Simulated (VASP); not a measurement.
# SrO (Fm-3m) in VASP: dielectric tensor with r2SCAN

Aim: the dielectric tensor of SrO with r2SCAN.

Everything below comes from runs of VASP 6.6.1. Logs are shortened: lines on timing, memory, paths and dates and some standing lists are left out, and cuts for length are marked.

## (1) The cell of the first run

The structure is cubic, space group Fm-3m (No. 225). The conventional cell has a = 5.366 Å, b = 5.366 Å, c = 5.366 Å, α = 90.00°, β = 90.00°, γ = 90.00°. Within 3.5 Å of Sr (site symmetry m-3m) lie 6 O at 2.68 Å. O (site symmetry m-3m) has 6 Sr at 2.68 Å within 3.5 Å.

## (2) Dielectric tensor, r2SCAN (strain +4.0%)

INCAR

```
SYSTEM = SrO
PREC     = Accurate       ! precision mode
ENCUT    = 520            ! plane-wave cutoff, eV
EDIFF    = 1E-8           ! SCF threshold, eV
ISMEAR   = 0              ! smearing method
SIGMA    = 0.01           ! smearing width, eV
LREAL    = .False.        ! projectors in reciprocal space
LASPH    = .True.         ! aspherical terms in the spheres
NELM     = 60             ! most SCF steps
ALGO     = Normal         ! electronic algorithm
ISIF     = 2              ! what is computed and relaxed
LWAVE    = .False.        ! write WAVECAR
LCHARG   = .False.        ! write CHGCAR
METAGGA  = R2SCAN         ! meta-GGA
LMIXTAU  = .True.       
LCALCEPS = .True.
```

KPOINTS

```
Automatic mesh
0
Gamma
  8 8 8
  0 0 0
```

POSCAR

```
SrO
1.0
    0.0000000000      2.6830880189      2.6830880189
    2.6830880189      0.0000000000      2.6830880189
    2.6830880189      2.6830880189      0.0000000000
Sr O
1 1
Direct
    0.0000000000      0.0000000000      0.0000000000
    0.5000000000      0.5000000000      0.5000000000
```

Potentials or basis: VASP PAW PBE potentials, release 64 (Sr_sv, O).

The run is started by

```console
> cat potpaw_PBE.64/Sr_sv/POTCAR potpaw_PBE.64/O/POTCAR > POTCAR
> mpirun -np 1 vasp_std > vasp.out
```

OUTCAR:

```text
SYSTEM = SrO
   PREC = Accurate
   ENCUT = 520
   EDIFF = 1E-8
   ISMEAR = 0
   LREAL = .False.
   LASPH = .True.
   NELM = 60
   ISIF = 2
   METAGGA = R2SCAN

 ion  position               nearest neighbor table
   1  0.000  0.000  0.000-   2 2.68   2 2.68   2 2.68   2 2.68   2 2.68   2 2.68
   2  0.500  0.500  0.500-   1 2.68   1 2.68   1 2.68   1 2.68   1 2.68   1 2.68

  LATTYP: Found a face centered cubic cell.
 ALAT       =     5.3661760378

  Lattice vectors:

 A1 = (   0.0000000000,   2.6830880189,   2.6830880189)
 A2 = (   2.6830880189,   0.0000000000,   2.6830880189)
 A3 = (   2.6830880189,   2.6830880189,   0.0000000000)

Analysis of symmetry for initial positions (statically):
=====================================================================
 Subroutine PRICEL returns:
 Original cell was already a primitive cell.

 Routine SETGRP: Setting up the symmetry group for a
 face centered cubic supercell.

 Subroutine GETGRP returns: Found 48 space group operations
 (whereof 48 operations were pure point group operations)
 out of a pool of 48 trial point group operations.

The static configuration has the point symmetry O_h .

Analysis of symmetry for dynamics (positions and initial velocities):
=====================================================================
 Subroutine PRICEL returns:
 Original cell was already a primitive cell.

 Routine SETGRP: Setting up the symmetry group for a
 face centered cubic supercell.

 Subroutine GETGRP returns: Found 48 space group operations
 (whereof 48 operations were pure point group operations)
 out of a pool of 48 trial point group operations.

The dynamic configuration has the point symmetry O_h .

 Subroutine INISYM returns: Found 48 space group operations
 (whereof 48 operations are pure point group operations),
 and found     1 'primitive' translations

----------------------------------------------------------------------------------------

                                     Primitive cell

  volume of cell :      38.6309

  direct lattice vectors                    reciprocal lattice vectors
     0.000000000  2.683088019  2.683088019    -0.186352440  0.186352440  0.186352440
     2.683088019  0.000000000  2.683088019     0.186352440 -0.186352440  0.186352440
     2.683088019  2.683088019  0.000000000     0.186352440  0.186352440 -0.186352440

  length of vectors
     3.794459465  3.794459465  3.794459465     0.322771895  0.322771895  0.322771895

  position of ions in fractional coordinates (direct lattice)
     0.000000000  0.000000000  0.000000000
     0.500000000  0.500000000  0.500000000

  ion indices of the primitive-cell ions
   primitive index   ion index
                 1           1
                 2           2

----------------------------------------------------------------------------------------

 KPOINTS: Automatic mesh

Automatic generation of k-mesh.
 Grid dimensions read from file:
 generate k-points for:    8    8    8

 Generating k-lattice:

  Cartesian coordinates                     Fractional coordinates (reciprocal lattice)
    -0.023294055  0.023294055  0.023294055     0.125000000  0.000000000  0.000000000
     0.023294055 -0.023294055  0.023294055     0.000000000  0.125000000  0.000000000
     0.023294055  0.023294055 -0.023294055     0.000000000  0.000000000  0.125000000

  Length of vectors
     0.040346487  0.040346487  0.040346487

  Shift w.r.t. Gamma in fractional coordinates (k-lattice)
     0.000000000  0.000000000  0.000000000

 Subroutine IBZKPT returns following result:
 ===========================================

 Found     29 irreducible k-points:

 Following reciprocal coordinates:
            Coordinates               Weight
  0.000000  0.000000  0.000000      1.000000
  0.125000  0.000000  0.000000      8.000000
  0.250000  0.000000  0.000000      8.000000
  0.375000  0.000000  0.000000      8.000000
  0.500000  0.000000  0.000000      4.000000
  0.125000  0.125000  0.000000      6.000000
[... 16 lines left out ...]
  0.500000  0.250000  0.125000     48.000000
 -0.375000  0.250000  0.125000     24.000000
 [... further k-points ...]
   k-points           NKPTS =     29   k-points in BZ     NKDIM =     29   number of bands    NBANDS=     12
   number of dos      NEDOS =    301   number of ions     NIONS =      2
   total plane-waves  NPLWV =  21952
   dimension x,y,z NGX =    28 NGY =   28 NGZ =   28
   dimension x,y,z NGXF=    56 NGYF=   56 NGZF=   56
   ions per type =               1   1
   NGX,Y,Z   is equivalent  to a cutoff of  12.27, 12.27, 12.27 a.u.
   NGXF,Y,Z  is equivalent  to a cutoff of  24.54, 24.54, 24.54 a.u.
 SYSTEM =  SrO
   PREC   = accura    normal or accurate (medium, high low for compatibility)
   ISTART =      0    job   : 0-new  1-cont  2-samecut
   ICHARG =      2    charge: 1-file 2-atom 10-const
   ISPIN  =      1    spin polarized calculation?
   LNONCOLLINEAR =      F non collinear calculations
   LSORBIT =      F    spin-orbit coupling
   LASPH  =      T    aspherical Exc in radial PAW
   ENCUT  =  520.0 eV  38.22 Ry    6.18 a.u.   7.06  7.06  7.06*2*pi/ulx,y,z
   NELM   =     60;   NELMIN=  2; NELMDL= -5     # of ELM steps
   EDIFF  = 0.1E-07   stopping-criterion for ELM
   LREAL  =      F    real-space projection
   EDIFFG = 0.1E-06   stopping-criterion for IOM
   NSW    =      0    number of steps for IOM
   IBRION =     -1    ionic relax: 0-MD 1-quasi-New 2-CG
   NFREE  =      0    steps in history (QN), initial steepest desc. (CG)
   ISIF   =      2    stress and relaxation
   ISYM   =      2    0-nonsym 1-usesym 2-fastsym
   POTIM  = 0.5000    time-step for ionic-motion
   TEBEG  =    0.0;   TEEND  =   0.0 temperature during run
   PSTRESS=    0.0 pullay stress
   NELECT =      16.0000    total number of electrons
   NUPDOWN=      -1.0000    fix difference up-down
   EMIN   =  10.00;   EMAX   =-10.00  energy-range for DOS
   EFERMI =   0.00;   METHOD = LEGACY
   ISMEAR =     0;   SIGMA  =   0.01  broadening in eV -4-tet -1-fermi 0-gaus
   EFERMI_NEDOS =   21; number of points for ismear=-14 and -15
   IALGO  =     38    algorithm
   IMIX   =      4    mixing-type and parameters
     AMIX     =   0.40;   BMIX     =  1.00
     AMIX_MAG =   1.60;   BMIX_MAG =  1.00
  volume/ion in A,a.u.               =      19.32       130.35
  Fermi-wavevector in a.u.,A,eV,Ry     =   1.220309  2.306050 20.261180  1.489155
  Thomas-Fermi vector in A             =   2.355531
   LORBIT       =      0    0 simple, 1 ext, 2 COOP (PROOUT), +10 PAW based schemes
   METAGGA = R2SCAN    functional components
   LHFCALC =     F    Hartree Fock is set to
   AEXX    =    0.0000 exact exchange contribution
   IVDW    =     0    specifies the selected vdW correction
   LEPSILON=     F    determine dielectric tensor
   LRPA    =     F    only Hartree local field effects (RPA)
   LRPA       =     F
 non-spin polarized calculation
 Gauss-broadening in eV      SIGMA  =   0.01
  energy-cutoff  :      520.00
  volume of cell :       38.63
 maximum number of plane-waves:      1056
   NGX = 15   NGY = 15   NGZ = 15

 number of electron      16.0000002 magnetization

 Free energy of the ion-electron system (eV)
  ---------------------------------------------------
  ext. energy  EPLUGINS =         0.00000000
  ---------------------------------------------------
  free energy    TOTEN  =       -26.94370715 eV

  energy without entropy =      -26.94370715  energy(sigma->0) =      -26.94370715

 E-fermi :   0.9058     XC(G=0):  -9.9437

 val. band max:        0.7953714214   @ k =   0.0000   0.0000   0.0000
 cond. band min:   10000.0000000000   @ k =   0.0000   0.0000   0.0000
 fundamental gap:   9999.2046285786
 Fermi energy:         0.9057907166

 k-point     1 :       0.0000    0.0000    0.0000
  band No.  band energies     occupation
      1     -33.1798      2.00000
      2     -15.0779      2.00000
      3     -14.3071      2.00000
      4     -14.3071      2.00000
      5     -14.3071      2.00000
      6       0.7953      2.00000
      7       0.7953      2.00000
      8       0.7954      2.00000
      9   10000.0000      0.00000
     10   10000.0000      0.00000
     11   10000.0000      0.00000
     12   10000.0000      0.00000
[... 331 lines left out ...]
 k-point    24 :      -0.3750    0.2500    0.1250
  band No.  band energies     occupation
      1     -33.0905      2.00000
      2     -16.0122      2.00000
      3     -14.5545      2.00000
      4     -14.4539      2.00000
      5     -13.5916      2.00000
      6      -0.6014      2.00000
      7       0.0586      2.00000
      8       0.0823      2.00000
      9   10000.0000      0.00000
     10   10000.0000      0.00000
     11   10000.0000      0.00000
     12   10000.0000      0.00000

 [... further k-points ...]

------------------------ aborting loop because EDIFF is reached ----------------------------------------

            Ionic dipole moment: p[ion]=(   -16.09853   -16.09853   -16.09853 ) |e| Angst

 Total electronic dipole moment: p[elc]=(     0.00000     0.00000     0.00529 ) |e| Angst

 MACROSCOPIC STATIC DIELECTRIC TENSOR (including local field effects)
 ------------------------------------------------------
           3.477468     0.000000     0.000000
           0.000000     3.477468     0.000000
          -0.000000    -0.000000     3.477468
 ------------------------------------------------------

 PIEZOELECTRIC TENSOR (including local field effects) (e Angst)
          XX          YY          ZZ          XY          YZ          ZX
  --------------------------------------------------------------------------------
  x     0.00000     0.00000     0.00000     0.00000     0.00000     0.00000
  y     0.00000     0.00000     0.00000     0.00000     0.00000     0.00000
  z     0.00000     0.00000     0.00000     0.00000     0.00000     0.00000

 PIEZOELECTRIC TENSOR (including local field effects) (C/m^2)
          XX          YY          ZZ          XY          YZ          ZX
  --------------------------------------------------------------------------------
  x     0.00000     0.00000     0.00000     0.00000     0.00000     0.00000
  y     0.00000     0.00000     0.00000     0.00000     0.00000     0.00000
  z     0.00000     0.00000     0.00000     0.00000     0.00000     0.00000

 BORN EFFECTIVE CHARGES (including local field effects) (in |e|, cummulative output)
 ---------------------------------------------------------------------------------
 ion    1
    1     2.36609    -0.00000    -0.00000
    2     0.00000     2.36609     0.00000
    3     0.00000     0.00000     2.36609
 ion    2
    1    -2.36609     0.00000     0.00000
    2    -0.00000    -2.36609    -0.00000
    3    -0.00000    -0.00000    -2.36609

  FORCE on cell =-STRESS in cart. coord.  units (eV):
  Direction    XX          YY          ZZ          XY          YZ          ZX
  --------------------------------------------------------------------------------------
  -------------------------------------------------------------------------------------
  Total       -1.9686500     -1.9686500     -1.9686500      0.0000000     -0.0000000      0.0000000
  in kB      -81.6477715    -81.6477715    -81.6477715      0.0000000     -0.0000000      0.0000000
  external PRESSURE =     -81.6477715 kB  Pullay stress =       0.0000000 kB

 VOLUME and BASIS-vectors are now :
 -----------------------------------------------------------------------------
  energy-cutoff  :      520.00
  volume of cell :       38.63
      direct lattice vectors                 reciprocal lattice vectors
     0.000000000  2.683088019  2.683088019    -0.186352440  0.186352440  0.186352440
     2.683088019  0.000000000  2.683088019     0.186352440 -0.186352440  0.186352440
     2.683088019  2.683088019  0.000000000     0.186352440  0.186352440 -0.186352440

 POSITION                                       TOTAL-FORCE (eV/Angst)
 -----------------------------------------------------------------------------------
      0.00000      0.00000      0.00000        -0.000000      0.000000     -0.000000
      2.68309      2.68309      2.68309         0.000000     -0.000000      0.000000
 -----------------------------------------------------------------------------------
    total drift:                                0.000000      0.000000      0.000000

  FREE ENERGIE OF THE ION-ELECTRON SYSTEM (eV)
  ---------------------------------------------------
  free  energy   TOTEN  =       -26.9437071468 eV

  energy  without entropy=      -26.9437071468  energy(sigma->0) =      -26.94370715
```

Run time: 52 min. Hardware: 1 thread of AMD EPYC 7R13 (Zen 3), shared host; peak memory 0.4 GiB.

What came out:

| Item | Value |
| --- | --- |
| Band gap on the k mesh | 3.77 eV |
| Electronic dielectric tensor (diagonal) | 3.48 |
| Born charges (mean of the diagonal) | Sr +2.37; O -2.37 e |

Levels at points of the mesh, in eV from the valence-band top:
```csv
k point,band 6,band 7,band 8,band 9,band 10,band 11
"(0.00, 0.00, 0.00)",0.00,0.00,0.00,3.77,6.46,6.46
"(0.50, 0.00, 0.00)",-1.89,-0.90,-0.90,6.55,8.05,8.74
"(0.50, 0.50, 0.00)",-0.60,-0.15,-0.15,3.77,7.57,9.97
```

Electronic dielectric tensor:
```
3.48 0.00 0.00
0.00 3.48 0.00
0.00 0.00 3.48
```

Born effective charge tensors (e):
atom 1, Sr
```
2.37 0.00 0.00
0.00 2.37 0.00
0.00 0.00 2.37
```
atom 2, O
```
-2.37  0.00  0.00
 0.00 -2.37  0.00
 0.00  0.00 -2.37
```

Dipole moments of the cell (e·Å, modulo the quantum): ionic -16.099, -16.099, -16.099; electronic 0.000, 0.000, 0.005

Caveat: the cell differs from its parent crystal (strain +4.0%); the PAW data sets were made with another functional, which shifts forces and pressure a little. A k mesh can miss the band edges.
